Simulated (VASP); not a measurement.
# TiSi (F-43m) in VASP: a series of runs

Runs on TiSi. Level: PBEsol. Tasks: vibrations by perturbation theory, elastic constants.

Everything below comes from runs of VASP 6.6.1. Logs are shortened: lines on timing, memory, paths and dates and some standing lists are left out, and cuts for length are marked.

## (1) The cell of the first run

The structure is cubic, space group F-43m (No. 216). Conventional cell: a = 5.719 Å, b = 5.719 Å, c = 5.719 Å, α = 90.00°, β = 90.00°, γ = 90.00°. Ti (site symmetry -43m) has 4 Si at 2.48 Å within 3.3 Å. Si (site symmetry -43m) has 4 Ti at 2.48 Å within 3.3 Å.

## (2) Vibrations by perturbation theory, PBEsol

INCAR

```
SYSTEM = TiSi
ALGO = Normal ; EDIFF = 1E-8
ENCUT = 520 ; GGA = PS
IBRION = 8 ; ISIF = 2
ISMEAR = -1 ; LASPH = .True.
LCHARG = .False. ; LREAL = .False.
LWAVE = .False. ; NELM = 100
NSW = 1 ; PREC = Accurate
SIGMA = 0.15
```

KPOINTS

```
k-points
0
Gamma
  10 10 10
  0 0 0
```

POSCAR

```
TiSi
1.0
    0.0000000000      2.8597000000      2.8597000000
    2.8597000000      0.0000000000      2.8597000000
    2.8597000000      2.8597000000      0.0000000000
Ti Si
1 1
Direct
    0.0000000000      0.0000000000      0.0000000000
    0.2500000000      0.2500000000      0.2500000000
```

Potentials or basis: VASP PAW PBE potentials, release 64 (Ti_sv, Si).

On the command line:

```
> cat potpaw_PBE.64/Ti_sv/POTCAR potpaw_PBE.64/Si/POTCAR > POTCAR
> mpirun -np 1 vasp_std > vasp.out
```

OUTCAR:

```text
SYSTEM = TiSi
   EDIFF = 1E-8
   ENCUT = 520
   GGA = PS
   IBRION = 8
   ISIF = 2
   ISMEAR = -1
   LASPH = .True.
   LREAL = .False.
   NELM = 100
   NSW = 1
   PREC = Accurate

 ion  position               nearest neighbor table
   1  0.000  0.000  0.000-   2 2.48   2 2.48   2 2.48   2 2.48
   2  0.250  0.250  0.250-   1 2.48   1 2.48   1 2.48   1 2.48

  LATTYP: Found a face centered cubic cell.
 ALAT       =     5.7194000000

  Lattice vectors:

 A1 = (   0.0000000000,   2.8597000000,   2.8597000000)
 A2 = (   2.8597000000,   0.0000000000,   2.8597000000)
 A3 = (   2.8597000000,   2.8597000000,   0.0000000000)

Analysis of symmetry for initial positions (statically):
=====================================================================
 Subroutine PRICEL returns:
 Original cell was already a primitive cell.

 Routine SETGRP: Setting up the symmetry group for a
 face centered cubic supercell.

 Subroutine GETGRP returns: Found 24 space group operations
 (whereof 24 operations were pure point group operations)
 out of a pool of 48 trial point group operations.

The static configuration has the point symmetry T_d .

Analysis of symmetry for dynamics (positions and initial velocities):
=====================================================================
 Subroutine PRICEL returns:
 Original cell was already a primitive cell.

 Routine SETGRP: Setting up the symmetry group for a
 face centered cubic supercell.

 Subroutine GETGRP returns: Found 24 space group operations
 (whereof 24 operations were pure point group operations)
 out of a pool of 48 trial point group operations.

The dynamic configuration has the point symmetry T_d .

 Subroutine INISYM returns: Found 24 space group operations
 (whereof 24 operations are pure point group operations),
 and found     1 'primitive' translations

[... 520 lines left out ...]
  external PRESSURE =       0.3882787 kB  Pullay stress =       0.0000000 kB

 VOLUME and BASIS-vectors are now :
 -----------------------------------------------------------------------------
  energy-cutoff  :      520.00
  volume of cell :       46.77
      direct lattice vectors                 reciprocal lattice vectors
     0.000000000  2.859700000  2.859700000    -0.174843515  0.174843515  0.174843515
     2.859700000  0.000000000  2.859700000     0.174843515 -0.174843515  0.174843515
     2.859700000  2.859700000  0.000000000     0.174843515  0.174843515 -0.174843515

 POSITION                                       TOTAL-FORCE (eV/Angst)
 -----------------------------------------------------------------------------------
      0.00000      0.00000      0.00000         0.000000      0.000000      0.000000
      1.42985      1.42985      1.42985        -0.000000     -0.000000     -0.000000
 -----------------------------------------------------------------------------------
    total drift:                                0.000000      0.000000      0.000000

  FREE ENERGIE OF THE ION-ELECTRON SYSTEM (eV)
  ---------------------------------------------------
  free  energy   TOTEN  =       -12.7741925610 eV

  energy  without entropy=      -12.6634125272  energy(sigma->0) =      -12.71880254

[... ionic steps 2 to 3 ...]

--------------------------------------- Ionic step        4  -------------------------------------------

------------------------ aborting loop because EDIFF is reached ----------------------------------------

[... ionic steps 5 to 6 ...]

--------------------------------------- Ionic step        7  -------------------------------------------

 Free energy of the ion-electron system (eV)
  ---------------------------------------------------
  ---------------------------------------------------
  free energy    TOTEN  =        -0.02016343 eV

  energy without entropy =       -0.02016346

------------------------ aborting loop because EDIFF is reached ----------------------------------------

 INTERNAL STRAIN TENSOR  FOR ION    2  DIRECTION 1   (eV/Angst):
 -----------------------------------------------------------------------------
     0.00042  0.00000  0.00000
     0.00000  0.00443-12.16047
     0.00000-12.16047  0.00443

 INTERNAL STRAIN TENSOR FOR ION    2 for displacements in x,y,z  (eV/Angst):
          X           Y           Z          XY          YZ          ZX
  --------------------------------------------------------------------------------
  x     0.00000     0.00000     0.00000     0.00000   -12.16047     0.00000
  y     0.00000     0.00000     0.00000     0.00000     0.00000   -12.16047
  z     0.00000     0.00000     0.00000   -12.16047     0.00000     0.00000

 SECOND DERIVATIVES (NOT SYMMETRIZED)
 ------------------------------------
               1X          1Y          1Z          2X          2Y          2Z
  1X    -7.152798    0.000000    0.000000    7.152798    0.000000    0.000000
  1Y     0.000000   -7.152798    0.000000    0.000000    7.152798    0.000000
  1Z     0.000000    0.000000   -7.152798    0.000000    0.000000    7.152798
  2X     7.180913    0.000000    0.000000   -7.180913    0.000000    0.000000
  2Y     0.000000    7.180913    0.000000    0.000000   -7.180913    0.000000
  2Z     0.000000    0.000000    7.180913    0.000000    0.000000   -7.180913

 Eigenvectors and eigenvalues of the dynamical matrix
 ----------------------------------------------------

   1 f  =    9.949899 THz    62.517061 2PiTHz  331.892913 cm-1    41.149458 meV
             X         Y         Z           dx          dy          dz
      0.000000  0.000000  0.000000     0.155004    0.587171    0.000000
      1.429850  1.429850  1.429850    -0.202784   -0.768168    0.000000
[... 21 lines left out ...]
   6 f/i=    0.009416 THz     0.059164 2PiTHz    0.314093 cm-1     0.038943 meV
             X         Y         Z           dx          dy          dz
      0.000000  0.000000  0.000000    -0.048849    0.409913    0.678814
      1.429850  1.429850  1.429850    -0.037339    0.313329    0.518871

--------------------------------------------------------------------------------------------------------

 ELASTIC MODULI CONTR FROM IONIC RELAXATION (kBar)
 Direction    XX          YY          ZZ          XY          YZ          ZX
 --------------------------------------------------------------------------------
 XX          -0.0000      0.0000      0.0000      0.0000     -0.0000      0.0000
 YY           0.0000     -0.0000     -0.0000      0.0000      0.0000      0.0000
 ZZ           0.0000     -0.0000     -0.0000     -0.0000      0.0000      0.0000
 XY           0.0000      0.0000     -0.0000   -736.0560      0.0000      0.0000
 YZ          -0.0000      0.0000      0.0000      0.0000   -736.0560      0.0000
 ZX           0.0000      0.0000      0.0000      0.0000      0.0000   -736.0560
 --------------------------------------------------------------------------------
```

OSZICAR:

```text
N       E                     dE             d eps       ncg     rms          rms(c)
DAV:   1     0.103086846309E+03    0.10309E+03   -0.79941E+03  1128   0.132E+03
DAV:   2    -0.732639424732E+01   -0.11041E+03   -0.10693E+03  1140   0.322E+02
DAV:   3    -0.154407775912E+02   -0.81144E+01   -0.77067E+01  1896   0.820E+01
[... 71 lines left out ...]
RMM:  12    -0.201634088954E-01   -0.24869E-07   -0.20789E-07 10493   0.237E-04    0.119E-05
RMM:  13    -0.201634517370E-01   -0.42842E-07   -0.30787E-07 10880   0.162E-04    0.329E-06
RMM:  14    -0.201634281239E-01    0.23613E-07   -0.19036E-08 10648   0.119E-04    0.187E-06
RMM:  15    -0.201634321342E-01   -0.40104E-08   -0.14816E-07 10876   0.983E-05    0.246E-06
RMM:  16    -0.201634333715E-01   -0.12372E-08    0.46151E-08 10152   0.871E-05    0.183E-06
 Linear response finished
```

Run time: 17 min. Hardware: 1 thread of Intel Xeon 8259CL, shared host; peak memory 0.38 GiB.

What came out:

* Highest phonon frequency at Γ: 332 cm⁻¹

Phonon frequencies in cm⁻¹ (negative: imaginary):
| q point | frequencies |
| --- | --- |
| (0.000, 0.000, 0.000) | 0 0 0 332 332 332 |

Caveat: the PAW data sets were made with another functional, which shifts forces and pressure a little.

## (3) Elastic constants, PBEsol

INCAR

```
ALGO = Normal
EDIFF = 1E-8
ENCUT = 600
GGA = PS
IBRION = 6
ISIF = 3
ISMEAR = -1
LASPH = True
LCHARG = False
LREAL = False
LWAVE = False
NELM = 80
NFREE = 2
NSW = 1
POTIM = 0.015
PREC = Accurate
SIGMA = 0.15
```

KPOINTS

```
k-points
0
Gamma
  10 10 10
```

POSCAR is that of step 2.

Potentials or basis: VASP PAW PBE potentials, release 64 (Ti_sv, Si).

On the command line:

```
> cat potpaw_PBE.64/Ti_sv/POTCAR potpaw_PBE.64/Si/POTCAR > POTCAR
> mpirun -np 1 vasp_std > vasp.out
```

Wall time 27 min (1 thread of Intel Xeon 8259CL, shared host); peak memory 0.47 GiB.

The run converged. Its results:

```yaml
Elastic_constants_C11_C12_C44: 49, 74, -26 GPa
Voigt_bulk_modulus: 66 GPa
Highest_phonon_frequency_at_Γ: 332 cm⁻¹
```

Phonon frequencies in cm⁻¹ (negative: imaginary):
```csv
q point,frequencies
"(0.000, 0.000, 0.000)",0 0 0 332 332 332
```

Elastic tensor in Voigt notation (GPa, in the Cartesian axes of the cell as first typed):
```
 49  74  74   0   0   0
 74  49  74   0   0   0
 74  74  49   0   0   0
  0   0   0 -26   0   0
  0   0   0   0 -26   0
  0   0   0   0   0 -26
```

Clamped-ion elastic tensor (GPa):
```
49 74 74  0  0  0
74 49 74  0  0  0
74 74 49  0  0  0
 0  0  0 40  0  0
 0  0  0  0 40  0
 0  0  0  0  0 40
```

Caveat: the elastic tensor has a negative eigenvalue, so either the cell is unstable as it stands or the mesh is too thin; the PAW data sets were made with another functional, which shifts forces and pressure a little.
